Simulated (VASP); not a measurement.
# Al (Fd-3m) in VASP: a series of runs

The runs below take Al through single point, with PBEsol.

All numbers are computed with VASP 6.6.1; they aren't measurements. Logs are shortened: lines on timing, memory, paths and dates and some standing lists are left out, and cuts for length are marked.

## 1. The cell of the first run

It takes space group Fd-3m (No. 227, cubic). Conventional cell: a = 6.151 Å, b = 6.151 Å, c = 6.151 Å, α = 90.00°, β = 90.00°, γ = 90.00°. Al (site symmetry -43m) has 4 Al at 2.66 Å within 3.5 Å.

## 2. Single point, PBEsol (volume scaled by 1.08)

Input file INCAR:

```
PREC = Accurate
ENCUT = 520
EDIFF = 1E-6
ISMEAR = -1
SIGMA = 0.1
LREAL = F
LASPH = T
NELM = 60
ALGO = Normal
ISIF = 2
LWAVE = F
LCHARG = T
GGA = PS
LELF = T
LVHAR = T
NBANDS = 10
```

Input file KPOINTS:

```
regular mesh
0
Gamma
  10 10 10
```

Input file POSCAR:

```
Al
1.0
    0.0000000000      3.0752939100      3.0752939100
    3.0752939100      0.0000000000      3.0752939100
    3.0752939100      3.0752939100      0.0000000000
Al
2
Direct
    0.1250000000      0.1250000000      0.1250000000
    0.8750000000      0.8750000000      0.8750000000
```

Potentials or basis: VASP PAW PBE potentials, release 64 (Al).

Launch:

```console
$ cat potpaw_PBE.64/Al/POTCAR > POTCAR
$ mpirun -np 1 vasp_std > vasp.out
```

OUTCAR:

```text
PREC = Accurate
   ENCUT = 520
   EDIFF = 1E-6
   ISMEAR = -1
   LREAL = F
   LASPH = T
   NELM = 60
   ISIF = 2
   GGA = PS

 ion  position               nearest neighbor table
   1  0.125  0.125  0.125-   2 2.66   2 2.66   2 2.66   2 2.66
   2  0.875  0.875  0.875-   1 2.66   1 2.66   1 2.66   1 2.66

  LATTYP: Found a face centered cubic cell.
 ALAT       =     6.1505878200

  Lattice vectors:

 A1 = (   0.0000000000,   3.0752939100,   3.0752939100)
 A2 = (   3.0752939100,   0.0000000000,   3.0752939100)
 A3 = (   3.0752939100,   3.0752939100,   0.0000000000)

Analysis of symmetry for initial positions (statically):
=====================================================================
 Subroutine PRICEL returns:
 Original cell was already a primitive cell.

 Routine SETGRP: Setting up the symmetry group for a
 face centered cubic supercell.

 Subroutine GETGRP returns: Found 48 space group operations
 (whereof 12 operations were pure point group operations)
 out of a pool of 48 trial point group operations.

The static configuration has the point symmetry D_3d.
 The point group associated with its full space group is O_h .

Analysis of symmetry for dynamics (positions and initial velocities):
=====================================================================
 Subroutine PRICEL returns:
 Original cell was already a primitive cell.

 Routine SETGRP: Setting up the symmetry group for a
 face centered cubic supercell.

 Subroutine GETGRP returns: Found 48 space group operations
 (whereof 12 operations were pure point group operations)
 out of a pool of 48 trial point group operations.

The dynamic configuration has the point symmetry D_3d.
 The point group associated with its full space group is O_h .

 Subroutine INISYM returns: Found 48 space group operations
 (whereof 12 operations are pure point group operations),
 and found     1 'primitive' translations

----------------------------------------------------------------------------------------

                                     Primitive cell

  volume of cell :      58.1688

  direct lattice vectors                    reciprocal lattice vectors
     0.000000000  3.075293910  3.075293910    -0.162586086  0.162586086  0.162586086
     3.075293910  0.000000000  3.075293910     0.162586086 -0.162586086  0.162586086
     3.075293910  3.075293910  0.000000000     0.162586086  0.162586086 -0.162586086

[... 82 lines left out ...]
   NELM   =     60;   NELMIN=  2; NELMDL= -5     # of ELM steps
   EDIFF  = 0.1E-05   stopping-criterion for ELM
   LREAL  =      F    real-space projection
   EDIFFG = 0.1E-04   stopping-criterion for IOM
   NSW    =      0    number of steps for IOM
   IBRION =     -1    ionic relax: 0-MD 1-quasi-New 2-CG
   NFREE  =      0    steps in history (QN), initial steepest desc. (CG)
   ISIF   =      2    stress and relaxation
   ISYM   =      2    0-nonsym 1-usesym 2-fastsym
   POTIM  = 0.5000    time-step for ionic-motion
   TEBEG  =    0.0;   TEEND  =   0.0 temperature during run
   PSTRESS=    0.0 pullay stress
   NELECT =       6.0000    total number of electrons
   NUPDOWN=      -1.0000    fix difference up-down
   EMIN   =  10.00;   EMAX   =-10.00  energy-range for DOS
   EFERMI =   0.00;   METHOD = LEGACY
   ISMEAR =    -1;   SIGMA  =   0.10  broadening in eV -4-tet -1-fermi 0-gaus
   EFERMI_NEDOS =   21; number of points for ismear=-14 and -15
   IALGO  =     38    algorithm
   IMIX   =      4    mixing-type and parameters
     AMIX     =   0.40;   BMIX     =  1.00
     AMIX_MAG =   1.60;   BMIX_MAG =  1.00
  volume/ion in A,a.u.               =      29.08       196.27
  Fermi-wavevector in a.u.,A,eV,Ry     =   0.767766  1.450867  8.020144  0.589464
  Thomas-Fermi vector in A             =   1.868393
   LORBIT       =      0    0 simple, 1 ext, 2 COOP (PROOUT), +10 PAW based schemes
   GGA     = PS    functional components
   LHFCALC =     F    Hartree Fock is set to
   AEXX    =    0.0000 exact exchange contribution
   IVDW    =     0    specifies the selected vdW correction
   LEPSILON=     F    determine dielectric tensor
   LRPA    =     F    only Hartree local field effects (RPA)
 non-spin polarized calculation
  energy-cutoff  :      520.00
  volume of cell :       58.17
 maximum number of plane-waves:      1588
   NGX = 17   NGY = 17   NGZ = 17

 number of electron       6.0000000 magnetization

 Free energy of the ion-electron system (eV)
  ---------------------------------------------------
  ext. energy  EPLUGINS =         0.00000000
  ---------------------------------------------------
  free energy    TOTEN  =        -6.49659458 eV

  energy without entropy =       -6.44476680  energy(sigma->0) =       -6.47068069

 E-fermi :   2.4183     XC(G=0):  -8.0743

 val. band max:        2.4160842865   @ k =   0.2000   0.1000   0.0000
 cond. band min:       2.5242341613   @ k =  -0.3000   0.3000   0.1000
 fundamental gap:      0.1081498748
 Fermi energy:         2.4183126539

 k-point     1 :       0.0000    0.0000    0.0000
  band No.  band energies     occupation
      1      -5.2280      2.00000
      2       4.4411      0.00000
      3       4.4411      0.00000
      4       4.4411      0.00000
      5       6.2534      0.00000
      6       6.2534      0.00000
      7       6.2534      0.00000
      8       7.0628      0.00000
      9       9.8312      0.00000
     10      10.1621      0.00000
[... 287 lines left out ...]
 k-point    24 :       0.4000    0.3000    0.0000
  band No.  band energies     occupation
      1      -3.4787      2.00000
      2       0.0760      2.00000
      3       1.9908      1.97255
      4       2.3886      1.14763
      5       4.8097      0.00000
      6       5.7046      0.00000
      7       9.8395      0.00000
      8       9.8837      0.00000
      9      12.4006      0.00000
     10      12.9586      0.00000

 [... further k-points ...]
[... 5 lines left out ...]
  --------------------------------------------------------------------------------------
  -------------------------------------------------------------------------------------
  Total       -0.9333631     -0.9333631     -0.9333631     -0.0000000      0.0000000      0.0000000
  in kB      -25.7081810    -25.7081810    -25.7081810     -0.0000000      0.0000000      0.0000000
  external PRESSURE =     -25.7081810 kB  Pullay stress =       0.0000000 kB

 VOLUME and BASIS-vectors are now :
 -----------------------------------------------------------------------------
  energy-cutoff  :      520.00
  volume of cell :       58.17
      direct lattice vectors                 reciprocal lattice vectors
     0.000000000  3.075293910  3.075293910    -0.162586086  0.162586086  0.162586086
     3.075293910  0.000000000  3.075293910     0.162586086 -0.162586086  0.162586086
     3.075293910  3.075293910  0.000000000     0.162586086  0.162586086 -0.162586086

 POSITION                                       TOTAL-FORCE (eV/Angst)
 -----------------------------------------------------------------------------------
      0.76882      0.76882      0.76882        -0.000000     -0.000000     -0.000000
      5.38176      5.38176      5.38176         0.000000      0.000000      0.000000
 -----------------------------------------------------------------------------------
    total drift:                                0.000000      0.000000     -0.000000

  FREE ENERGIE OF THE ION-ELECTRON SYSTEM (eV)
  ---------------------------------------------------
  free  energy   TOTEN  =        -6.4965945786 eV

  energy  without entropy=       -6.4447667991  energy(sigma->0) =       -6.47068069
```

stdout:

```text
POSCAR found type information on POSCAR Al
 POSCAR found :  1 types and       2 ions
 scaLAPACK will be used
 -----------------------------------------------------------------------------
|                                                                             |
|                                                                             |
|     You enforced a specific xc type in the INCAR file but a different       |
|     I HOPE YOU KNOW WHAT YOU ARE DOING!                                     |
|                                                                             |
 -----------------------------------------------------------------------------

 LDA part: xc-table for (Slater+PW92), standard interpolation
 POSCAR, INCAR and KPOINTS ok, starting setup
 FFT: planning ... GRIDC
 FFT: planning ... GRID_SOFT
 FFT: planning ... GRID
 WAVECAR not read
 entering main loop
```

Run time: 12 s. Hardware: 1 thread of Intel Xeon Platinum 8488C (Sapphire Rapids), shared host; peak memory 0.17 GiB.

Results:

```yaml
Free_energy: -6.4966 eV
Pressure: -2.6 GPa
Band_gap_on_the_k_mesh: zero (band 3 reaches 4.44 eV, above the bottom of band 4 at 1.18 eV)
```

Levels at points of the mesh, in eV from the Fermi level:
```csv
k point,band 1,band 2,band 3,band 4,band 5,band 6,band 7,band 8
"(0.00, 0.00, 0.00)",-7.65,2.02,2.02,2.02,3.84,3.84,3.84,4.64
"(0.50, 0.00, 0.00)",-5.73,-3.74,1.04,1.04,2.96,4.30,4.30,7.29
"(0.50, 0.50, 0.00)",-4.29,-4.29,-0.37,-0.37,2.05,2.05,10.10,10.10
```

Caveat: the PAW data sets were made with another functional, which shifts forces and pressure a little.

## 3. Single point, PBEsol (volume scaled by 1.12)

Input file INCAR:

```
ALGO = Normal ; EDIFF = 1E-6
ENCUT = 520 ; GGA = PS
ISIF = 2 ; ISMEAR = -1
LASPH = T ; LCHARG = T
LELF = T ; LREAL = F
LVHAR = T ; LWAVE = F
NBANDS = 10 ; NELM = 60
PREC = Accurate ; SIGMA = 0.1
```

Input file KPOINTS:

```
k-points
0
Gamma
  10 10 10
```

Input file POSCAR:

```
Al
1.0
    0.0000000000      3.1128011908      3.1128011908
    3.1128011908      0.0000000000      3.1128011908
    3.1128011908      3.1128011908      0.0000000000
Al
2
Direct
    0.1250000000      0.1250000000      0.1250000000
    0.8750000000      0.8750000000      0.8750000000
```

Potentials or basis: VASP PAW PBE potentials, release 64 (Al).

Launch:

```console
$ cat potpaw_PBE.64/Al/POTCAR > POTCAR
$ mpirun -np 1 vasp_std > vasp.out
```

Run time: 16 s. Hardware: 1 thread of Intel Xeon Platinum 8488C (Sapphire Rapids), shared host; peak memory 0.19 GiB.

It converged, with:

- Free energy: -6.4554 eV
- Pressure: -3.5 GPa
- Band gap on the k mesh: zero (band 3 reaches 4.16 eV, above the bottom of band 4 at 1.02 eV)

Levels at points of the mesh, in eV from the Fermi level:
| k point | band 1 | band 2 | band 3 | band 4 | band 5 | band 6 | band 7 |
| --- | --- | --- | --- | --- | --- | --- | --- |
| (0.00, 0.00, 0.00) | -7.50 | 1.96 | 1.96 | 1.96 | 3.77 | 3.77 | 3.77 |
| (0.50, 0.00, 0.00) | -5.66 | -3.66 | 1.00 | 1.00 | 2.81 | 4.25 | 4.25 |
| (0.50, 0.50, 0.00) | -4.25 | -4.25 | -0.36 | -0.36 | 2.04 | 2.04 | 9.80 |

Caveat: the PAW data sets were made with another functional, which shifts forces and pressure a little.
